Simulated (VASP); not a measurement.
# InAs (F-43m) in VASP: single point with r2SCAN

Aim: the single point of InAs with r2SCAN.

Program: VASP 6.6.1. These are calculated values, not measurements. Logs are shortened: lines on timing, memory, paths and dates and some standing lists are left out, and cuts for length are marked.

## Step 1: The cell of the first run

Symmetry: F-43m, No. 216, cubic system. Conventional cell: a = 6.047 Å, b = 6.047 Å, c = 6.047 Å, α = 90.00°, β = 90.00°, γ = 90.00°. In (site symmetry -43m) has 4 As at 2.62 Å within 3.5 Å. As (site symmetry -43m) has 4 In at 2.62 Å within 3.5 Å.

## Step 2: Single point, r2SCAN (27.65 Å³/atom)

The input, POSCAR:

```
InAs
1.0
    0.0000000000      3.0237350231      3.0237350231
    3.0237350231      0.0000000000      3.0237350231
    3.0237350231      3.0237350231      0.0000000000
In As
1 1
Direct
    0.0000000000      0.0000000000      0.0000000000
    0.2500000000      0.2500000000      0.2500000000
```

The input, INCAR.step1:

```
SYSTEM = InAs
PREC = Accurate
ENCUT = 560
ISMEAR = -1
SIGMA = 0.02
LREAL = .FALSE.
LASPH = .TRUE.
NELM = 120
NBANDS = 21
GGA = PE
ALGO = Normal
EDIFF = 1E-5
LWAVE = .TRUE.
LCHARG = .FALSE.
GGA_COMPAT = .FALSE.
```

The input, INCAR.step2:

```
SYSTEM = InAs
PREC = Accurate
ENCUT = 560
EDIFF = 1E-6
ISMEAR = -1
SIGMA = 0.02
LREAL = .FALSE.
LASPH = .TRUE.
NELM = 120
ALGO = Normal
ISIF = 2
LWAVE = .FALSE.
LCHARG = .FALSE.
METAGGA = R2SCAN
LMIXTAU = .TRUE.
NBANDS = 21
ISTART = 1
GGA_COMPAT = .FALSE.
```

The input, KPOINTS:

```
Automatic mesh
0
G
  6 6 6
  0 0 0
```

Potentials or basis: VASP PAW PBE potentials, release 64 (In_d, As_d).

Command:

```
> cat potpaw_PBE.64/In_d/POTCAR potpaw_PBE.64/As_d/POTCAR > POTCAR
> cp INCAR.step1 INCAR
> mpirun -np 1 vasp_std > vasp.out
> cp INCAR.step2 INCAR
> mpirun -np 1 vasp_std > vasp.out
```

OUTCAR:

```text
SYSTEM = InAs
   PREC = Accurate
   ENCUT = 560
   EDIFF = 1E-6
   ISMEAR = -1
   LREAL = .FALSE.
   LASPH = .TRUE.
   NELM = 120
   ISIF = 2
   METAGGA = R2SCAN
   ISTART = 1

 ion  position               nearest neighbor table
   1  0.000  0.000  0.000-   2 2.62   2 2.62   2 2.62   2 2.62
   2  0.250  0.250  0.250-   1 2.62   1 2.62   1 2.62   1 2.62

  LATTYP: Found a face centered cubic cell.
 ALAT       =     6.0474700462

  Lattice vectors:

 A1 = (   0.0000000000,   3.0237350231,   3.0237350231)
 A2 = (   3.0237350231,   0.0000000000,   3.0237350231)
 A3 = (   3.0237350231,   3.0237350231,   0.0000000000)

Analysis of symmetry for initial positions (statically):
=====================================================================
 Subroutine PRICEL returns:
 Original cell was already a primitive cell.

 Routine SETGRP: Setting up the symmetry group for a
 face centered cubic supercell.

 Subroutine GETGRP returns: Found 24 space group operations
 (whereof 24 operations were pure point group operations)
 out of a pool of 48 trial point group operations.

The static configuration has the point symmetry T_d .

Analysis of symmetry for dynamics (positions and initial velocities):
=====================================================================
 Subroutine PRICEL returns:
 Original cell was already a primitive cell.

 Routine SETGRP: Setting up the symmetry group for a
 face centered cubic supercell.

 Subroutine GETGRP returns: Found 24 space group operations
 (whereof 24 operations were pure point group operations)
 out of a pool of 48 trial point group operations.

The dynamic configuration has the point symmetry T_d .

 Subroutine INISYM returns: Found 24 space group operations
 (whereof 24 operations are pure point group operations),
 and found     1 'primitive' translations

----------------------------------------------------------------------------------------

                                     Primitive cell

  volume of cell :      55.2919

  direct lattice vectors                    reciprocal lattice vectors
     0.000000000  3.023735023  3.023735023    -0.165358405  0.165358405  0.165358405
     3.023735023  0.000000000  3.023735023     0.165358405 -0.165358405  0.165358405
     3.023735023  3.023735023  0.000000000     0.165358405  0.165358405 -0.165358405

  length of vectors
     4.276207079  4.276207079  4.276207079     0.286409159  0.286409159  0.286409159

  position of ions in fractional coordinates (direct lattice)
     0.000000000  0.000000000  0.000000000
     0.250000000  0.250000000  0.250000000

  ion indices of the primitive-cell ions
   primitive index   ion index
                 1           1
                 2           2

----------------------------------------------------------------------------------------

 KPOINTS: Automatic mesh

Automatic generation of k-mesh.
 Grid dimensions read from file:
 generate k-points for:    6    6    6

 Generating k-lattice:

  Cartesian coordinates                     Fractional coordinates (reciprocal lattice)
    -0.027559734  0.027559734  0.027559734     0.166666667  0.000000000  0.000000000
     0.027559734 -0.027559734  0.027559734     0.000000000  0.166666667  0.000000000
     0.027559734  0.027559734 -0.027559734     0.000000000  0.000000000  0.166666667

  Length of vectors
     0.047734860  0.047734860  0.047734860

  Shift w.r.t. Gamma in fractional coordinates (k-lattice)
     0.000000000  0.000000000  0.000000000

 Subroutine IBZKPT returns following result:
 ===========================================

 Found     16 irreducible k-points:

 Following reciprocal coordinates:
            Coordinates               Weight
  0.000000  0.000000  0.000000      1.000000
  0.166667  0.000000  0.000000      8.000000
  0.333333  0.000000  0.000000      8.000000
  0.500000  0.000000  0.000000      4.000000
  0.166667  0.166667  0.000000      6.000000
  0.333333  0.166667  0.000000     24.000000
[... 8 lines left out ...]
 -0.333333  0.333333  0.166667     24.000000
 -0.333333  0.500000  0.166667     12.000000
   k-points           NKPTS =     16   k-points in BZ     NKDIM =     16   number of bands    NBANDS=     21
   number of dos      NEDOS =    301   number of ions     NIONS =      2
   total plane-waves  NPLWV =  46656
   dimension x,y,z NGX =    36 NGY =   36 NGZ =   36
   dimension x,y,z NGXF=    72 NGYF=   72 NGZF=   72
   ions per type =               1   1
   NGX,Y,Z   is equivalent  to a cutoff of  14.00, 14.00, 14.00 a.u.
   NGXF,Y,Z  is equivalent  to a cutoff of  27.99, 27.99, 27.99 a.u.
 SYSTEM =  InAs
   PREC   = accura    normal or accurate (medium, high low for compatibility)
   ISTART =      1    job   : 0-new  1-cont  2-samecut
   ICHARG =      0    charge: 1-file 2-atom 10-const
   ISPIN  =      1    spin polarized calculation?
   LNONCOLLINEAR =      F non collinear calculations
   LSORBIT =      F    spin-orbit coupling
   LASPH  =      T    aspherical Exc in radial PAW
   ENCUT  =  560.0 eV  41.16 Ry    6.42 a.u.   8.25  8.25  8.25*2*pi/ulx,y,z
   NELM   =    120;   NELMIN=  2; NELMDL=  0     # of ELM steps
   EDIFF  = 0.1E-05   stopping-criterion for ELM
   LREAL  =      F    real-space projection
   EDIFFG = 0.1E-04   stopping-criterion for IOM
   NSW    =      0    number of steps for IOM
   IBRION =     -1    ionic relax: 0-MD 1-quasi-New 2-CG
   NFREE  =      0    steps in history (QN), initial steepest desc. (CG)
   ISIF   =      2    stress and relaxation
   ISYM   =      2    0-nonsym 1-usesym 2-fastsym
   POTIM  = 0.5000    time-step for ionic-motion
   TEBEG  =    0.0;   TEEND  =   0.0 temperature during run
   PSTRESS=    0.0 pullay stress
   NELECT =      28.0000    total number of electrons
   NUPDOWN=      -1.0000    fix difference up-down
   EMIN   =  10.00;   EMAX   =-10.00  energy-range for DOS
   EFERMI =   0.00;   METHOD = LEGACY
   ISMEAR =    -1;   SIGMA  =   0.02  broadening in eV -4-tet -1-fermi 0-gaus
   EFERMI_NEDOS =   21; number of points for ismear=-14 and -15
   IALGO  =     38    algorithm
   IMIX   =      4    mixing-type and parameters
     AMIX     =   0.40;   BMIX     =  1.00
     AMIX_MAG =   1.60;   BMIX_MAG =  1.00
  volume/ion in A,a.u.               =      27.65       186.56
  Fermi-wavevector in a.u.,A,eV,Ry     =   1.304890  2.465884 23.167143  1.702737
  Thomas-Fermi vector in A             =   2.435795
   LORBIT       =      0    0 simple, 1 ext, 2 COOP (PROOUT), +10 PAW based schemes
   METAGGA = R2SCAN    functional components
   LHFCALC =     F    Hartree Fock is set to
   AEXX    =    0.0000 exact exchange contribution
   IVDW    =     0    specifies the selected vdW correction
   LEPSILON=     F    determine dielectric tensor
   LRPA    =     F    only Hartree local field effects (RPA)
 non-spin polarized calculation
  energy-cutoff  :      560.00
  volume of cell :       55.29
 maximum number of plane-waves:      1687
 NGX is ok and might be reduce to    36
   NGX = 17   NGY = 17   NGZ = 17

 number of electron      28.0000000 magnetization

 Free energy of the ion-electron system (eV)
  ---------------------------------------------------
  ext. energy  EPLUGINS =         0.00000000
  ---------------------------------------------------
  free energy    TOTEN  =       -38.06426518 eV

  energy without entropy =      -38.06425429  energy(sigma->0) =      -38.06425974

 E-fermi :   3.7586     XC(G=0): -10.0945

 val. band max:        3.6271250224   @ k =   0.0000   0.0000   0.0000
 cond. band min:       3.8680136513   @ k =   0.0000   0.0000   0.0000
 fundamental gap:      0.2408886290
 Fermi energy:         3.7585833776

 k-point     1 :       0.0000    0.0000    0.0000
  band No.  band energies     occupation
      1     -32.0488      2.00000
      2     -32.0488      2.00000
      3     -32.0488      2.00000
      4     -32.0382      2.00000
      5     -32.0382      2.00000
      6     -11.2311      2.00000
[... 13 lines left out ...]
     20      13.8529      0.00000
     21      13.8529      0.00000

 k-point     2 :       0.1667    0.0000    0.0000
  band No.  band energies     occupation
      1     -32.0488      2.00000
      2     -32.0487      2.00000
      3     -32.0487      2.00000
      4     -32.0382      2.00000
      5     -32.0382      2.00000
      6     -11.2687      2.00000
[... 13 lines left out ...]
     20      12.7341      0.00000
     21      12.7693      0.00000

 k-point     3 :       0.3333    0.0000    0.0000
  band No.  band energies     occupation
      1     -32.0488      2.00000
      2     -32.0486      2.00000
      3     -32.0486      2.00000
      4     -32.0381      2.00000
      5     -32.0381      2.00000
      6     -11.3361      2.00000
[... 13 lines left out ...]
     20      13.2587      0.00000
     21      13.2587      0.00000

 k-point     4 :       0.5000    0.0000    0.0000
  band No.  band energies     occupation
      1     -32.0488      2.00000
      2     -32.0485      2.00000
      3     -32.0485      2.00000
      4     -32.0380      2.00000
      5     -32.0380      2.00000
      6     -11.3669      2.00000
[... 13 lines left out ...]
     20      15.0537      0.00000
     21      15.0537      0.00000

 k-point     5 :       0.1667    0.1667    0.0000
  band No.  band energies     occupation
      1     -32.0489      2.00000
      2     -32.0486      2.00000
      3     -32.0486      2.00000
      4     -32.0382      2.00000
      5     -32.0381      2.00000
      6     -11.2908      2.00000
[... 13 lines left out ...]
     20      13.6780      0.00000
     21      14.1699      0.00000
[... 190 lines left out ...]
     20      15.8022      0.00000
     21      16.5770      0.00000

 k-point    14 :       0.5000    0.3333    0.1667
  band No.  band energies     occupation
      1     -32.0489      2.00000
      2     -32.0485      2.00000
      3     -32.0484      2.00000
      4     -32.0382      2.00000
      5     -32.0379      2.00000
      6     -11.3820      2.00000
[... 13 lines left out ...]
     20      14.9089      0.00000
     21      16.3350      0.00000

 k-point    15 :      -0.3333    0.3333    0.1667
  band No.  band energies     occupation
      1     -32.0487      2.00000
      2     -32.0487      2.00000
      3     -32.0483      2.00000
      4     -32.0381      2.00000
      5     -32.0379      2.00000
      6     -11.3960      2.00000
[... 13 lines left out ...]
     20      15.1557      0.00000
     21      16.1400      0.00000

 k-point    16 :      -0.3333    0.5000    0.1667
  band No.  band energies     occupation
      1     -32.0490      2.00000
      2     -32.0485      2.00000
      3     -32.0482      2.00000
      4     -32.0382      2.00000
      5     -32.0378      2.00000
      6     -11.4132      2.00000
[... 13 lines left out ...]
     20      15.9853      0.00000
     21      16.2133      0.00000

------------------------ aborting loop because EDIFF is reached ----------------------------------------

  FORCE on cell =-STRESS in cart. coord.  units (eV):
  Direction    XX          YY          ZZ          XY          YZ          ZX
  --------------------------------------------------------------------------------------
  -------------------------------------------------------------------------------------
  Total        0.6439110      0.6439110      0.6439110      0.0000000      0.0000000     -0.0000000
  in kB       18.6584374     18.6584374     18.6584374      0.0000000      0.0000000     -0.0000000
  external PRESSURE =      18.6584374 kB  Pullay stress =       0.0000000 kB

 VOLUME and BASIS-vectors are now :
 -----------------------------------------------------------------------------
  energy-cutoff  :      560.00
  volume of cell :       55.29
      direct lattice vectors                 reciprocal lattice vectors
     0.000000000  3.023735023  3.023735023    -0.165358405  0.165358405  0.165358405
     3.023735023  0.000000000  3.023735023     0.165358405 -0.165358405  0.165358405
     3.023735023  3.023735023  0.000000000     0.165358405  0.165358405 -0.165358405

 POSITION                                       TOTAL-FORCE (eV/Angst)
 -----------------------------------------------------------------------------------
      0.00000      0.00000      0.00000         0.000000      0.000000     -0.000000
      1.51187      1.51187      1.51187        -0.000000     -0.000000      0.000000
 -----------------------------------------------------------------------------------
    total drift:                                0.000000      0.000000      0.000000

  FREE ENERGIE OF THE ION-ELECTRON SYSTEM (eV)
  ---------------------------------------------------
  free  energy   TOTEN  =       -38.0642651839 eV

  energy  without entropy=      -38.0642542915  energy(sigma->0) =      -38.06425974
```

Run time: 41 s. Hardware: 1 thread of Intel Xeon 6975P-C (Granite Rapids), shared host; peak memory 0.22 GiB.

What came out:

```
Free energy            : -38.0643 eV
Pressure               : 1.9 GPa
Band gap on the k mesh : 0.24 eV
```

Levels at points of the mesh, in eV from the valence-band top:
```tsv
k point	band 10	band 11	band 12	band 13	band 14	band 15	band 16	band 17	band 18	band 19
(0.00, 0.00, 0.00)	-14.71	-12.30	0.00	0.00	0.00	0.24	4.27	4.27	4.27	8.06
(0.50, 0.00, 0.00)	-14.70	-10.76	-5.88	-1.02	-1.02	1.32	5.05	5.05	7.28	9.67
(0.50, 0.50, 0.00)	-14.69	-10.19	-5.94	-2.39	-2.39	1.82	2.35	9.84	9.95	9.95
```

Caveat: semilocal functionals underestimate gaps, and a narrow one can read as zero; the PAW data sets were made with another functional, which shifts forces and pressure a little; spin-orbit coupling is left out, which moves the levels of the heavy elements.
